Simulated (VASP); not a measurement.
Wanted: the native input for a VASP 6.6.1 run.

```yaml
Task: single point
Functional: PBE
Potentials_or_basis: VASP PAW PBE potentials, release 64 (Al, N)
Cutoff: 520 eV
k_mesh: 6 × 6 × 6
Occupations: gaussian, width 0.02 eV
Spin: no spin polarisation
Dipole_correction: no
Further_INCAR_settings: ALGO = Normal; EDIFF = 1e-06; NBANDS = 36
```

The structure of AlN lies in POSCAR:

```
AlN
1.0
   -2.8997808258      4.0007127972      2.8085404058
    2.8997808258     -4.0007127972      2.8085404058
    2.8997808258      4.0007127972     -2.8085404058
Al N
6 6
Direct
    0.3512889944      0.4101770649      0.7614660593
    0.1487110056      0.9101770649      0.0588880705
    0.8512889944      0.0898229351      0.9411119295
    0.6487110056      0.5898229351      0.2385339407
    0.7500000000      0.2500000000      0.5000000000
    0.2500000000      0.7500000000      0.5000000000
    0.3440089489      0.0875241634      0.4315331123
    0.1559910511      0.5875241634      0.7435152146
    0.2500000000      0.2500000000      0.0000000000
    0.7500000000      0.7500000000      0.0000000000
    0.8440089489      0.4124758366      0.2564847854
    0.6559910511      0.9124758366      0.5684668877
```

The cell was built from a structure type or drawn by symmetry, and may not be a known phase.

The input as run:

INCAR

```
SYSTEM = AlN
PREC = Accurate
ENCUT = 520
EDIFF = 1E-6
ISMEAR = 0
SIGMA = 0.02
LREAL = .False.
LASPH = .True.
NELM = 60
ALGO = Normal
ISIF = 2
LWAVE = .False.
LCHARG = .False.
GGA = PE
NBANDS = 36
```

KPOINTS

```
Automatic mesh
0
Gamma
  6 6 6
  0 0 0
```

Potentials or basis: VASP PAW PBE potentials, release 64 (Al, N).

Command:

```sh
$ cat potpaw_PBE.64/Al/POTCAR potpaw_PBE.64/N/POTCAR > POTCAR
$ mpirun -np 1 vasp_std > vasp.out
```

Results of the run:

| Quantity | Value |
| --- | --- |
| Pressure | -0.3 GPa |
| Largest force | 0.011 eV/Å |
| Band gap on the k mesh | 2.68 eV |

Run time: 2.7 min on 1 thread of Intel(R) Xeon(R) Platinum 8488C (Sapphire Rapids), on a shared host, peak memory 0.34 GiB.
